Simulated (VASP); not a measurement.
# CsPbCl3 (Pm-3m) in VASP: further runs

CsPbCl3 is run at these levels: LDA, r2SCAN, PBE; tasks: single point.

Program: VASP 6.6.1. These are calculated values, not measurements. Logs are shortened: lines on timing, memory, paths and dates and some standing lists are left out, and cuts for length are marked.

## 1. The cell of the first run

Symmetry: Pm-3m, No. 221, cubic system. The conventional cell has a = 5.677 Å, b = 5.677 Å, c = 5.677 Å, α = 90.00°, β = 90.00°, γ = 90.00°. Within 5.3 Å of Cs (site symmetry m-3m) lie 12 Cl at 4.01 Å and 8 Pb at 4.92 Å. Pb (site symmetry m-3m) has 6 Cl at 2.84 Å within 3.7 Å. Within 3.7 Å of Cl (site symmetry 4/mmm) lie 2 Pb at 2.84 Å.

## 2. Single point, LDA

The input, INCAR:

```
SYSTEM = CsPbCl3
  PREC = Accurate
  ENCUT = 520
  EDIFF = 1E-7
  ISMEAR = 0
  SIGMA = 0.01
  LREAL = .FALSE.
  LASPH = .TRUE.
  NELM = 60
  ALGO = Normal
  ISIF = 2
  LWAVE = .FALSE.
  LCHARG = .FALSE.
  NBANDS = 30
```

The input, KPOINTS:

```
Automatic mesh
0
G
  4 4 4
  0 0 0
```

The input, POSCAR:

```
CsPbCl3
1.0
    5.6770717179      0.0000000000      0.0000000000
    0.0000000000      5.6770717179      0.0000000000
    0.0000000000      0.0000000000      5.6770717179
Cs Pb Cl
1 1 3
Direct
    0.0000000000      0.0000000000      0.0000000000
    0.5000000000      0.5000000000      0.5000000000
    0.5000000000      0.5000000000      0.0000000000
    0.5000000000      0.0000000000      0.5000000000
    0.0000000000      0.5000000000      0.5000000000
```

Potentials or basis: VASP PAW LDA potentials, release 64 (Cs_sv, Pb_d, Cl).

The run is started by

```console
$ cat potpaw_LDA.64/Cs_sv/POTCAR potpaw_LDA.64/Pb_d/POTCAR potpaw_LDA.64/Cl/POTCAR > POTCAR
$ mpirun -np 1 vasp_std > vasp.out
```

OUTCAR:

```text
SYSTEM = CsPbCl3
   PREC = Accurate
   ENCUT = 520
   EDIFF = 1E-7
   ISMEAR = 0
   LREAL = .FALSE.
   LASPH = .TRUE.
   NELM = 60
   ISIF = 2

 ion  position               nearest neighbor table
   1  0.000  0.000  0.000-
   2  0.500  0.500  0.500-   3 2.84   4 2.84   5 2.84   3 2.84   4 2.84   5 2.84
   3  0.500  0.500  0.000-   2 2.84   2 2.84
   4  0.500  0.000  0.500-   2 2.84   2 2.84
   5  0.000  0.500  0.500-   2 2.84   2 2.84

  LATTYP: Found a simple cubic cell.
 ALAT       =     5.6770717179

  Lattice vectors:

 A1 = (   5.6770717179,   0.0000000000,   0.0000000000)
 A2 = (   0.0000000000,   5.6770717179,   0.0000000000)
 A3 = (   0.0000000000,   0.0000000000,   5.6770717179)

Analysis of symmetry for initial positions (statically):
=====================================================================
 Subroutine PRICEL returns:
 Original cell was already a primitive cell.

 Routine SETGRP: Setting up the symmetry group for a
 simple cubic supercell.

 Subroutine GETGRP returns: Found 48 space group operations
 (whereof 48 operations were pure point group operations)
 out of a pool of 48 trial point group operations.

The static configuration has the point symmetry O_h .

Analysis of symmetry for dynamics (positions and initial velocities):
=====================================================================
 Subroutine PRICEL returns:
 Original cell was already a primitive cell.

 Routine SETGRP: Setting up the symmetry group for a
 simple cubic supercell.

 Subroutine GETGRP returns: Found 48 space group operations
 (whereof 48 operations were pure point group operations)
 out of a pool of 48 trial point group operations.

The dynamic configuration has the point symmetry O_h .

 Subroutine INISYM returns: Found 48 space group operations
 (whereof 48 operations are pure point group operations),
 and found     1 'primitive' translations

----------------------------------------------------------------------------------------

                                     Primitive cell

  volume of cell :     182.9672

  direct lattice vectors                    reciprocal lattice vectors
     5.677071718  0.000000000  0.000000000     0.176147149  0.000000000  0.000000000
     0.000000000  5.677071718  0.000000000     0.000000000  0.176147149  0.000000000
[... 74 lines left out ...]
   ENCUT  =  520.0 eV  38.22 Ry    6.18 a.u.  10.56 10.56 10.56*2*pi/ulx,y,z
   NELM   =     60;   NELMIN=  2; NELMDL= -5     # of ELM steps
   EDIFF  = 0.1E-06   stopping-criterion for ELM
   LREAL  =      F    real-space projection
   EDIFFG = 0.1E-05   stopping-criterion for IOM
   NSW    =      0    number of steps for IOM
   IBRION =     -1    ionic relax: 0-MD 1-quasi-New 2-CG
   NFREE  =      0    steps in history (QN), initial steepest desc. (CG)
   ISIF   =      2    stress and relaxation
   ISYM   =      2    0-nonsym 1-usesym 2-fastsym
   POTIM  = 0.5000    time-step for ionic-motion
   TEBEG  =    0.0;   TEEND  =   0.0 temperature during run
   PSTRESS=    0.0 pullay stress
   NELECT =      44.0000    total number of electrons
   NUPDOWN=      -1.0000    fix difference up-down
   EMIN   =  10.00;   EMAX   =-10.00  energy-range for DOS
   EFERMI =   0.00;   METHOD = LEGACY
   ISMEAR =     0;   SIGMA  =   0.01  broadening in eV -4-tet -1-fermi 0-gaus
   EFERMI_NEDOS =   21; number of points for ismear=-14 and -15
   IALGO  =     38    algorithm
   IMIX   =      4    mixing-type and parameters
     AMIX     =   0.40;   BMIX     =  1.00
     AMIX_MAG =   1.60;   BMIX_MAG =  1.00
  volume/ion in A,a.u.               =      36.59       246.94
  Fermi-wavevector in a.u.,A,eV,Ry     =   1.018047  1.923831 14.101358  1.036421
  Thomas-Fermi vector in A             =   2.151483
   LORBIT       =      0    0 simple, 1 ext, 2 COOP (PROOUT), +10 PAW based schemes
   GGA     = CA    functional components
   LHFCALC =     F    Hartree Fock is set to
   AEXX    =    0.0000 exact exchange contribution
   IVDW    =     0    specifies the selected vdW correction
   LEPSILON=     F    determine dielectric tensor
   LRPA    =     F    only Hartree local field effects (RPA)
 non-spin polarized calculation
 Gauss-broadening in eV      SIGMA  =   0.01
  energy-cutoff  :      520.00
  volume of cell :      182.97
 maximum number of plane-waves:      4956
   NGX = 21   NGY = 21   NGZ = 21

 number of electron      44.0000004 magnetization

 Free energy of the ion-electron system (eV)
  ---------------------------------------------------
  ext. energy  EPLUGINS =         0.00000000
  ---------------------------------------------------
  free energy    TOTEN  =       -19.31309632 eV

  energy without entropy =      -19.31309632  energy(sigma->0) =      -19.31309632

 E-fermi :   1.2097     XC(G=0):  -8.1209

 val. band max:        1.0927063527   @ k =   0.5000   0.5000   0.5000
 cond. band min:       2.9579331953   @ k =   0.5000   0.5000   0.5000
 fundamental gap:      1.8652268427
 Fermi energy:         1.2096940378

 k-point     1 :       0.0000    0.0000    0.0000
  band No.  band energies     occupation
      1     -19.9846      2.00000
      2     -15.5189      2.00000
      3     -15.5189      2.00000
      4     -15.3205      2.00000
      5     -15.3205      2.00000
      6     -15.3205      2.00000
[... 319 lines left out ...]
     29       6.6650      0.00000
     30       7.9184      0.00000

------------------------ aborting loop because EDIFF is reached ----------------------------------------

  FORCE on cell =-STRESS in cart. coord.  units (eV):
  Direction    XX          YY          ZZ          XY          YZ          ZX
  --------------------------------------------------------------------------------------
  -------------------------------------------------------------------------------------
  Total       -2.2300718     -2.2300718     -2.2300718      0.0000000      0.0000000     -0.0000000
  in kB      -19.5279337    -19.5279337    -19.5279337      0.0000000      0.0000000     -0.0000000
  external PRESSURE =     -19.5279337 kB  Pullay stress =       0.0000000 kB

 VOLUME and BASIS-vectors are now :
 -----------------------------------------------------------------------------
  energy-cutoff  :      520.00
  volume of cell :      182.97
      direct lattice vectors                 reciprocal lattice vectors
     5.677071718  0.000000000  0.000000000     0.176147149  0.000000000  0.000000000
     0.000000000  5.677071718  0.000000000     0.000000000  0.176147149  0.000000000
     0.000000000  0.000000000  5.677071718     0.000000000  0.000000000  0.176147149

 POSITION                                       TOTAL-FORCE (eV/Angst)
 -----------------------------------------------------------------------------------
      0.00000      0.00000      0.00000         0.000000      0.000000      0.000000
      2.83854      2.83854      2.83854         0.000000      0.000000      0.000000
      2.83854      2.83854      0.00000         0.000000      0.000000      0.000000
      2.83854      0.00000      2.83854         0.000000      0.000000      0.000000
      0.00000      2.83854      2.83854         0.000000      0.000000      0.000000
 -----------------------------------------------------------------------------------
    total drift:                                0.000000     -0.000000     -0.000000

  FREE ENERGIE OF THE ION-ELECTRON SYSTEM (eV)
  ---------------------------------------------------
  free  energy   TOTEN  =       -19.3130963220 eV

  energy  without entropy=      -19.3130963220  energy(sigma->0) =      -19.31309632
```

OSZICAR:

```text
N       E                     dE             d eps       ncg     rms          rms(c)
DAV:   1     0.408258011483E+03    0.40826E+03   -0.19071E+04   600   0.134E+03
DAV:   2     0.274871665801E+02   -0.38077E+03   -0.36377E+03   736   0.313E+02
DAV:   3    -0.183614101074E+02   -0.45849E+02   -0.45372E+02   760   0.115E+02
DAV:   4    -0.201497144661E+02   -0.17883E+01   -0.17821E+01   774   0.289E+01
DAV:   5    -0.202027714613E+02   -0.53057E-01   -0.53020E-01   786   0.420E+00    0.494E+00
DAV:   6    -0.193857350737E+02    0.81704E+00   -0.14182E+00   804   0.124E+01    0.322E+00
DAV:   7    -0.193218097282E+02    0.63925E-01   -0.45701E-01   876   0.365E+00    0.167E+00
DAV:   8    -0.193157323934E+02    0.60773E-02   -0.65174E-02   782   0.178E+00    0.235E-01
DAV:   9    -0.193130434103E+02    0.26890E-02   -0.12325E-02   902   0.816E-01    0.114E-01
DAV:  10    -0.193131003906E+02   -0.56980E-04   -0.12381E-03   774   0.226E-01    0.336E-02
DAV:  11    -0.193130981040E+02    0.22865E-05   -0.90346E-05   778   0.621E-02    0.662E-03
DAV:  12    -0.193130971334E+02    0.97063E-06   -0.21088E-05   810   0.363E-02    0.642E-03
DAV:  13    -0.193130963274E+02    0.80599E-06   -0.40919E-06   894   0.109E-02    0.228E-03
DAV:  14    -0.193130963220E+02    0.54220E-08   -0.54236E-07   794   0.665E-03
   1 F= -.19313096E+02 E0= -.19313096E+02  d E =-.321505E-63
```

stdout:

```text
POSCAR found type information on POSCAR CsPbCl
 POSCAR found :  3 types and       5 ions
 scaLAPACK will be used
 LDA part: xc-table for (Slater(with rela. corr.)+CA(PZ))
 , standard interpolation
 POSCAR, INCAR and KPOINTS ok, starting setup
 FFT: planning ... GRIDC
 FFT: planning ... GRID_SOFT
 FFT: planning ... GRID
 WAVECAR not read
 entering main loop
```

It took 24 s on 1 thread of Intel Xeon 6975P-C (Granite Rapids), shared host; peak memory 0.23 GiB.

Results:

```
Free energy            : -19.3131 eV
Pressure               : -2.0 GPa
Band gap on the k mesh : 1.87 eV, direct
```

Levels at points of the mesh, in eV from the valence-band top:
```tsv
k point	band 20	band 21	band 22	band 23	band 24	band 25
(0.00, 0.00, 0.00)	-2.23	-2.23	-2.23	3.15	4.28	4.28
(0.50, 0.00, 0.00)	-2.33	-2.33	-1.54	2.91	4.56	5.18
(0.50, 0.50, 0.00)	-2.48	-1.92	-0.75	2.44	2.44	4.82
(0.50, 0.50, 0.50)	-1.91	-1.91	0.00	1.87	1.87	1.87
```

Caveat: spin-orbit coupling is left out, which moves the levels of the heavy elements. A k mesh can miss the band edges.

## 3. Single point, r2SCAN

POSCAR is that of step 2.

The input, INCAR.step1:

```
SYSTEM = CsPbCl3
  PREC = Accurate
  ENCUT = 520
  ISMEAR = -1
  SIGMA = 0.02
  LREAL = .FALSE.
  LASPH = .TRUE.
  NELM = 80
  NBANDS = 30
  GGA = PE
  ALGO = Normal
  EDIFF = 1E-4
  LWAVE = .TRUE.
  LCHARG = .FALSE.
```

The input, INCAR.step2:

```
SYSTEM = CsPbCl3
  PREC = Accurate
  ENCUT = 520
  EDIFF = 1E-6
  ISMEAR = -1
  SIGMA = 0.02
  LREAL = .FALSE.
  LASPH = .TRUE.
  NELM = 80
  ALGO = Normal
  ISIF = 2
  LWAVE = .FALSE.
  LCHARG = .TRUE.
  METAGGA = R2SCAN
  LMIXTAU = .TRUE.
  LELF = .TRUE.
  LVHAR = .TRUE.
  NBANDS = 30
  ISTART = 1
```

The input, KPOINTS:

```
regular mesh
0
G
  4 4 4
  0 0 0
```

Potentials or basis: VASP PAW PBE potentials, release 64 (Cs_sv, Pb_d, Cl).

The run is started by

```console
$ cat potpaw_PBE.64/Cs_sv/POTCAR potpaw_PBE.64/Pb_d/POTCAR potpaw_PBE.64/Cl/POTCAR > POTCAR
$ cp INCAR.step1 INCAR
$ mpirun -np 1 vasp_std > vasp.out
$ cp INCAR.step2 INCAR
$ mpirun -np 1 vasp_std > vasp.out
```

Run time: 84 s. Hardware: 1 thread of Intel Xeon 6975P-C (Granite Rapids), shared host; peak memory 0.31 GiB.

Results (log left out):

```yaml
Free_energy: -108.1728 eV
Pressure: 0.0 GPa
Band_gap_on_the_k_mesh: 2.48 eV, direct
```

Levels at points of the mesh, in eV from the valence-band top:
```
           k point  band 20  band 21  band 22  band 23  band 24  band 25
(0.00, 0.00, 0.00)    -2.43    -2.43    -2.43     4.01     4.91     4.91
(0.50, 0.00, 0.00)    -2.53    -2.53    -1.64     3.50     5.33     5.79
(0.50, 0.50, 0.00)    -2.68    -2.13    -0.79     3.03     3.03     5.41
(0.50, 0.50, 0.50)    -2.12    -2.12     0.00     2.48     2.48     2.48
```

Caveat: the PAW data sets were made with another functional, which shifts forces and pressure a little; spin-orbit coupling is left out, which moves the levels of the heavy elements. A k mesh can miss the band edges.

## 4. Single point, r2SCAN

POSCAR is that of step 3.

The input, INCAR.step1:

```
  PREC = Accurate
  ENCUT = 520
  ISMEAR = 0
  SIGMA = 0.01
  LREAL = F
  LASPH = T
  NELM = 80
  NBANDS = 30
  GGA = PE
  ALGO = Normal
  EDIFF = 1E-4
  LWAVE = T
  LCHARG = F
```

The input, INCAR.step2:

```
  PREC = Accurate
  ENCUT = 520
  EDIFF = 1E-6
  ISMEAR = 0
  SIGMA = 0.01
  LREAL = F
  LASPH = T
  NELM = 80
  ALGO = Normal
  ISIF = 2
  LWAVE = F
  LCHARG = F
  METAGGA = R2SCAN
  LMIXTAU = T
  NBANDS = 30
  ISTART = 1
```

The input, KPOINTS:

```
regular mesh
0
Gamma
  4 4 4
```

The run is started by

```console
$ cat potpaw_PBE.64/Cs_sv/POTCAR potpaw_PBE.64/Pb_d/POTCAR potpaw_PBE.64/Cl/POTCAR > POTCAR
$ cp INCAR.step1 INCAR
$ mpirun -np 1 vasp_std > vasp.out
$ cp INCAR.step2 INCAR
$ mpirun -np 1 vasp_std > vasp.out
```

It took 83 s on 1 thread of Intel Xeon 6975P-C (Granite Rapids), shared host; peak memory 0.31 GiB.

The run converged. Its results:

```yaml
Free_energy: -108.1728 eV
Pressure: 0.0 GPa
Band_gap_on_the_k_mesh: 2.48 eV, direct
```

Levels at points of the mesh, in eV from the valence-band top:
```
           k point  band 19  band 20  band 21  band 22  band 23  band 24  band 25  band 26
(0.00, 0.00, 0.00)    -2.53    -2.43    -2.43    -2.43     4.01     4.91     4.91     5.90
(0.50, 0.00, 0.00)    -2.62    -2.53    -2.53    -1.64     3.50     5.33     5.79     5.82
(0.50, 0.50, 0.00)    -2.70    -2.68    -2.13    -0.79     3.03     3.03     5.41     6.08
(0.50, 0.50, 0.50)    -2.12    -2.12    -2.12     0.00     2.48     2.48     2.48     5.88
```

Caveat: the PAW data sets were made with another functional, which shifts forces and pressure a little; spin-orbit coupling is left out, which moves the levels of the heavy elements.

## 5. Single point, PBE

This run uses another cell than the first one, of 37.69 Å³/atom, 1.030 times its volume.

The input, INCAR:

```
SYSTEM = CsPbCl3
PREC = Accurate
ENCUT = 520
EDIFF = 1E-7
ISMEAR = -1
SIGMA = 0.02
LREAL = .FALSE.
LASPH = .TRUE.
NELM = 60
ALGO = Normal
ISIF = 2
LWAVE = .FALSE.
LCHARG = .FALSE.
GGA = PE
NBANDS = 30
```

The input, KPOINTS:

```
Automatic mesh
0
G
  6 6 6
  0 0 0
```

Changes to POSCAR since step 4:

```diff
@@ -2,5 +2,5 @@
 1.0
-    5.6770717179      0.0000000000      0.0000000000
-    0.0000000000      5.6770717179      0.0000000000
-    0.0000000000      0.0000000000      5.6770717179
+    5.7331733935      0.0000000000      0.0000000000
+    0.0000000000      5.7331733935      0.0000000000
+    0.0000000000      0.0000000000      5.7331733935
 Cs Pb Cl
```

The run is started by

```console
$ cat potpaw_PBE.64/Cs_sv/POTCAR potpaw_PBE.64/Pb_d/POTCAR potpaw_PBE.64/Cl/POTCAR > POTCAR
$ mpirun -np 1 vasp_std > vasp.out
```

Wall time 59 s (1 thread of Intel Xeon 6975P-C (Granite Rapids), shared host); peak memory 0.38 GiB.

The run converged. Its results:

```
Free energy            : -17.5654 eV
Pressure               : 0.0 GPa
Band gap on the k mesh : 2.21 eV, direct
```

Levels at points of the mesh, in eV from the valence-band top:
```tsv
k point	band 19	band 20	band 21	band 22	band 23	band 24	band 25	band 26
(0.00, 0.00, 0.00)	-2.13	-2.05	-2.05	-2.05	3.67	4.74	4.74	5.63
(0.50, 0.00, 0.00)	-2.22	-2.13	-2.13	-1.44	3.15	4.98	5.40	5.40
(0.50, 0.50, 0.00)	-2.29	-2.29	-1.76	-0.70	2.72	2.72	5.04	5.71
(0.50, 0.50, 0.50)	-1.75	-1.75	-1.75	0.00	2.21	2.21	2.21	5.43
```

Caveat: spin-orbit coupling is left out, which moves the levels of the heavy elements. A k mesh can miss the band edges.

## 6. Summary

| level | potentials or basis | cell | k mesh | smearing | gap on the mesh (eV) | pressure (GPa) |
| --- | --- | --- | --- | --- | --- | --- |
| LDA | VASP PAW LDA potentials, release 64 (Cs_sv, Pb_d, Cl) | a = 5.677 Å, 5 atoms | 4 × 4 × 4 | gaussian 0.01 eV | 1.87 | -2.0 |
| r2SCAN | VASP PAW PBE potentials, release 64 (Cs_sv, Pb_d, Cl) | a = 5.677 Å, 5 atoms | 4 × 4 × 4 | fermi-dirac 0.02 eV | 2.48 | 0.0 |
| r2SCAN | VASP PAW PBE potentials, release 64 (Cs_sv, Pb_d, Cl) | a = 5.677 Å, 5 atoms | 4 × 4 × 4 | gaussian 0.01 eV | 2.48 | 0.0 |
| PBE | VASP PAW PBE potentials, release 64 (Cs_sv, Pb_d, Cl) | a = 5.733 Å, 5 atoms | 6 × 6 × 6 | fermi-dirac 0.02 eV | 2.21 | 0.0 |

Alike in all rows: task single point; no spin polarisation; cutoff (eV) 520.

Caveats: spin-orbit coupling is left out, which moves the levels of the heavy elements; the PAW data sets were made with another functional, which shifts forces and pressure a little (some runs).

Absolute energies hang on the potentials; compare differences alone.
